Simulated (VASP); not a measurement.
# NaH16BrO8 in VASP: further runs, part 2 of 2

VASP 6.6.1.

**4. Single point, r2SCAN+D3(BJ)**

The input, POSCAR:

```
NaH16BrO8
1.0
    7.1738770000      0.0000000000      0.0000000000
    0.0000000000      7.1738770000      0.0000000000
    0.0000000000      0.0000000000      7.1738770000
O H Na Br
8 16 1 1
Direct
    0.8204489706      0.3698139792      1.0512028573
    0.6587790674      0.2150441107      0.6928052990
    0.2565279555     -0.0324231932      0.4712514586
    0.8816432175      1.0931606438      0.3347004695
    0.2628425327      0.2609746445      0.2001149448
    0.5578294693      0.5574112854      0.4717393398
    0.4149360241      0.8437696938      0.9424332199
    0.0054782093      0.0358662408      0.8155422793
    0.9392132037      0.4271330551      1.0397864363
    0.8481745645      0.2614485863      1.1274099068
    0.7622656480      0.1251624470      0.6925265097
    0.7198478591      0.2617691940      0.8149428823
    0.2749141085      0.1065393232      0.4433725306
    0.2303078238     -0.0308480338      0.5968739079
    0.8403405857      0.9676078918      0.3167464399
    1.0068474829      1.0956279289      0.3767418928
    0.3642939515      0.3283719529      0.1560244203
    0.2937045059      0.1579620058      0.1176072576
    0.5186735150      0.6387759366      0.3751946123
    0.4597653403      0.5411857494      0.5699289241
    0.5325014633      0.8996251260      0.9287725452
    0.3873080065      0.7700159900      0.8334405510
    0.0805979807     -0.0452196211      0.8822844328
    0.0772803883      0.1523165229      0.8011428130
    0.8296908352      0.3857049682      0.4606714054
    0.1293164073      0.4503422626      0.7197781618
```

The input, INCAR.step1:

```
PREC     = Accurate       # precision mode
ENCUT    = 580            # plane-wave cutoff, eV
ISMEAR   = -1             # smearing method
SIGMA    = 0.05           # smearing width, eV
LREAL    = F              # projectors in reciprocal space
LASPH    = T              # aspherical terms in the spheres
NELM     = 120            # most SCF steps
NBANDS   = 58             # bands
GGA      = PE             # functional
ALGO     = Normal         # electronic algorithm
EDIFF    = 1E-5           # SCF threshold, eV
LWAVE    = T              # write WAVECAR
LCHARG   = F              # write CHGCAR
GGA_COMPAT= F
```

The input, INCAR.step2:

```
PREC     = Accurate       # precision mode
ENCUT    = 580            # plane-wave cutoff, eV
EDIFF    = 1E-6           # SCF threshold, eV
ISMEAR   = -1             # smearing method
SIGMA    = 0.05           # smearing width, eV
LREAL    = F              # projectors in reciprocal space
LASPH    = T              # aspherical terms in the spheres
NELM     = 120            # most SCF steps
ALGO     = Normal         # electronic algorithm
ISIF     = 2              # what is computed and relaxed
LWAVE    = F              # write WAVECAR
LCHARG   = F              # write CHGCAR
METAGGA  = R2SCAN         # meta-GGA
LMIXTAU  = T            
IVDW     = 12             # dispersion correction
VDW_S6   = 1.0          
VDW_S8   = 0.78981345   
VDW_A1   = 0.49484001   
VDW_A2   = 5.73083694   
NBANDS   = 58             # bands
ISTART   = 1            
GGA_COMPAT= F
```

The input, KPOINTS:

```
Automatic mesh
0
Gamma
  1 1 1
```

Started as:

```sh
> cat potpaw_PBE.64/O/POTCAR potpaw_PBE.64/H/POTCAR potpaw_PBE.64/Na_pv/POTCAR potpaw_PBE.64/Br/POTCAR > POTCAR
> cp INCAR.step1 INCAR
> mpirun -np 1 vasp_gam > vasp.out
> cp INCAR.step2 INCAR
> mpirun -np 1 vasp_gam > vasp.out
```

Run time: 3.8 min. Hardware: 1 thread of Intel Xeon 8259CL, shared host; peak memory 0.48 GiB.

It converged, with:

```
Free energy                : -144.9486 eV
Pressure                   : 0.0 GPa
Largest force              : 3.992 eV/Å
Dispersion energy per atom : -0.018 eV
```

Forces in eV/Å, atoms in the order of the input:
```
O   -0.993 -0.372  0.676
O    2.425  0.069  2.555
O    0.638  2.422 -3.108
O   -1.327  0.934 -0.567
O   -0.769 -1.659 -0.168
O    0.075 -0.810  1.400
O   -1.605 -0.395  0.606
O   -1.027  1.554 -1.172
H    0.954  0.502 -0.671
H   -0.067 -0.380 -0.042
H   -0.525 -0.683 -1.001
H   -1.649  0.555 -1.182
H    0.153 -2.075  0.188
H   -0.708 -0.180  2.779
H    0.259 -0.247  0.194
H    1.295 -0.896  0.292
H    1.663  2.431 -0.046
H   -0.981 -0.837  0.240
H   -0.844  0.601 -0.198
H    0.631  0.207 -1.409
H    1.214  0.504 -0.595
H    0.238 -0.069 -0.040
H    1.273 -1.520  1.217
H   -0.323 -0.109  0.106
Na  -0.376  0.198  0.241
Br   0.377  0.254 -0.295
```

Stress tensor (GPa, compression positive):
```
 0.10  0.01 -0.62
 0.01  0.36 -0.54
-0.62 -0.54 -0.32
```

Levels at points of the mesh, in eV from the Fermi level:
| k point | band 35 | band 36 | band 37 | band 38 | band 39 | band 40 | band 41 | band 42 | band 43 | band 44 |
| --- | --- | --- | --- | --- | --- | --- | --- | --- | --- | --- |
| (0.00, 0.00, 0.00) | -2.67 | -2.56 | -1.57 | -1.41 | -1.30 | 2.69 | 5.37 | 5.61 | 5.78 | 6.01 |

Caveat: the k points lie up to 0.88 Å⁻¹ apart, too coarse for converged energies, forces and pressures; the atoms stand as in a frame of molecular dynamics; the PAW data sets were made with another functional, which shifts forces and pressure a little.

**5. Single point, r2SCAN+D3(BJ)**

The input, POSCAR:

```
NaH16BrO8
1.0
    7.1738770000      0.0000000000      0.0000000000
    0.0000000000      7.1738770000      0.0000000000
    0.0000000000      0.0000000000      7.1738770000
O H Na Br
8 16 1 1
Direct
    0.8201423024      0.3701206475      1.0447628249
    0.6610093817      0.2134410724      0.6940737902
    0.2499485285     -0.0276837755      0.4738720778
    0.8795941163      1.1089261776      0.3302677200
    0.2659649726      0.2476066986      0.1951943140
    0.5563240072      0.5491033649      0.4718090371
    0.4248469830      0.8471848625      0.9403701792
   -0.0044466890      0.0521335953      0.8132422677
    0.9400635110      0.4379222002      1.0496555768
    0.8442993935      0.2504224703      1.1163001540
    0.7570662279      0.1148333042      0.6991198762
    0.7167532981      0.2815911118      0.7917615538
    0.2927148040      0.0911362155      0.4417834317
    0.2316041939     -0.0101618692      0.6142703590
    0.8660728362      0.9728073119      0.3361083554
    1.0071402116      1.0944291350      0.3924237898
    0.3857886050      0.3184191756      0.1601783805
    0.2873062920      0.1409140413      0.1141642100
    0.5443221287      0.6193025055      0.3574775536
    0.4561968375      0.5422730275      0.5606173621
    0.5396384689      0.9198512882      0.9248973742
    0.3934553101      0.7872730464      0.8236689868
    0.0621839488     -0.0423341521      0.8901184116
    0.0652785098      0.1692808505      0.8119737765
    0.8287150728      0.3833073804      0.4646859711
    0.1292606494      0.4468155782      0.7215624132
```

The input, INCAR.step1:

```
PREC = Accurate
ENCUT = 580
ISMEAR = -1
SIGMA = 0.05
LREAL = F
LASPH = T
NELM = 120
NBANDS = 58
GGA = PE
ALGO = Normal
EDIFF = 1E-5
LWAVE = T
LCHARG = F
GGA_COMPAT = F
```

The input, INCAR.step2:

```
PREC = Accurate
ENCUT = 580
EDIFF = 1E-6
ISMEAR = -1
SIGMA = 0.05
LREAL = F
LASPH = T
NELM = 120
ALGO = Normal
ISIF = 2
LWAVE = F
LCHARG = F
METAGGA = R2SCAN
LMIXTAU = T
IVDW = 12
VDW_S6 = 1.0
VDW_S8 = 0.78981345
VDW_A1 = 0.49484001
VDW_A2 = 5.73083694
NBANDS = 58
ISTART = 1
GGA_COMPAT = F
```

KPOINTS is that of step 4.

Started as:

```sh
> cat potpaw_PBE.64/O/POTCAR potpaw_PBE.64/H/POTCAR potpaw_PBE.64/Na_pv/POTCAR potpaw_PBE.64/Br/POTCAR > POTCAR
> cp INCAR.step1 INCAR
> mpirun -np 1 vasp_gam > vasp.out
> cp INCAR.step2 INCAR
> mpirun -np 1 vasp_gam > vasp.out
```

Wall time 3.7 min (1 thread of Intel Xeon 8259CL, shared host); peak memory 0.48 GiB.

It converged, with:

```
Free energy                : -144.8340 eV
Pressure                   : -1.7 GPa
Largest force              : 3.366 eV/Å
Dispersion energy per atom : -0.018 eV
```

Forces in eV/Å, atoms in the order of the input:
```
O    0.622 -0.753  1.418
O    0.570 -1.576 -0.800
O   -1.199 -1.162  2.922
O    2.117 -1.974  1.086
O    2.681  0.909 -1.022
O    1.787 -0.368 -0.467
O    0.271  0.518  0.363
O    0.408 -1.776  0.738
H   -0.703 -0.694 -0.445
H   -0.049  1.428 -0.905
H   -0.606 -0.034 -0.387
H    0.149  1.516  1.650
H    0.907  1.875 -0.927
H    0.019 -0.503 -2.105
H   -0.993  0.554 -0.437
H   -0.677  0.851 -0.723
H   -2.181 -0.734  0.864
H   -0.459 -0.187  0.119
H   -1.138  0.143  0.734
H   -0.826  0.303 -0.556
H   -0.745 -0.492 -0.413
H    0.334  0.052  0.033
H   -0.587  1.139 -0.775
H    0.139  0.210  0.173
Na  -0.274  0.270  0.242
Br   0.436  0.484 -0.378
```

Stress tensor (GPa, compression positive):
```
-2.75  0.38 -0.55
 0.38 -0.38  0.78
-0.55  0.78 -2.02
```

Levels at points of the mesh, in eV from the Fermi level:
```csv
k point,band 35,band 36,band 37,band 38,band 39,band 40,band 41,band 42,band 43,band 44
"(0.00, 0.00, 0.00)",-2.84,-2.66,-1.55,-1.43,-1.27,2.49,5.03,5.25,5.57,5.95
```

Caveat: the k points lie up to 0.88 Å⁻¹ apart, too coarse for converged energies, forces and pressures; the atoms stand as in a frame of molecular dynamics; the PAW data sets were made with another functional, which shifts forces and pressure a little.

**6. The runs side by side**

| cell | pressure (GPa) | largest force (eV/Å) |
| --- | --- | --- |
| as given, atomic positions A | -0.5 | 6.98 |
| as given, atomic positions B | -2.3 | 3.88 |
| as given, atomic positions C | 0.0 | 3.99 |
| as given, atomic positions D | -1.7 | 3.37 |

Alike in all rows: task single point; level r2SCAN+D3(BJ); potentials or basis VASP PAW PBE potentials, release 64 (O, H, Na_pv, Br); no spin polarisation; k mesh 1 × 1 × 1; cutoff (eV) 580; smearing fermi-dirac 0.05 eV.

Caveats: all runs use coarse meshes; the PAW data sets were made with another functional, which shifts forces and pressure a little; the atoms stand as in a frame of molecular dynamics (at least some runs).

Absolute energies hang on the potentials; compare differences alone.
